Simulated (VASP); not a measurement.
Input of a VASP 6.6.1 run:

INCAR

```
SYSTEM = Ti4C
PREC = Accurate ; ENCUT = 520
EDIFF = 1E-6 ; ISMEAR = 0
SIGMA = 0.1 ; LREAL = .FALSE.
LASPH = .TRUE. ; NELM = 60
ALGO = Fast ; ISIF = 2
LWAVE = .FALSE. ; LCHARG = .FALSE.
LDIPOL = .TRUE. ; IDIPOL = 3
DIPOL = 0.5 0.5 0.338 ; GGA = PS
IBRION = 2 ; NSW = 36
EDIFFG = -0.025
```

File KPOINTS:

```
Automatic mesh
0
G
  9 7 1
  0 0 0
```

POSCAR

```
Ti4C
1.0
    2.8676282151      0.0000000000      0.0000000000
    0.0000000000      4.0554387137      0.0000000000
    0.0000000000      0.0000000000     19.6054200203
Ti C
4 1
Selective dynamics
Direct
    0.5000000000      0.5000000000      0.2040252132  F F F
    0.0000000000      0.0000000000      0.2771587704  F F F
    0.5000000000      0.5000000000      0.3434213386  F F F
    0.0000000000      0.0000000000      0.4134275120  F F F
    0.0000000000      0.5000000000      0.4501520504  F F T
```

Potentials or basis: VASP PAW PBE potentials, release 64 (Ti_sv, C).

Launch:

```sh
$ cat potpaw_PBE.64/Ti_sv/POTCAR potpaw_PBE.64/C/POTCAR > POTCAR
$ mpirun -np 1 vasp_std > vasp.out
```

Problem. What does it give for the band gap on the k mesh?

Solution. Zero (bands 26 and 27 overlap by 0.17 eV).

Problem. What does it give for the energy gained by relaxing?

Solution. 194.6 meV/atom.

The path:
```
step  energy change (eV)  largest force on free atoms (eV/Å)  pressure (GPa)
   1              0.0000                              2.5183           -2.13
   2             -0.2815                              2.0949           -1.48
   3             -0.8310                              0.9678            0.49
   4              0.9756                              8.2928            6.99
   5             -0.9009                              0.8551            0.94
   6             -0.7606                              2.4659            3.49
   7             -0.9599                              0.4714            1.52
   8             -0.9674                              0.3429            2.15
   9             -0.9729                              0.0364            1.88
  10             -0.9724                              0.1058            1.98
  11             -0.9729                              0.0011            1.91
```

Caveat: the PAW data sets were made with another functional, which shifts forces and pressure a little.
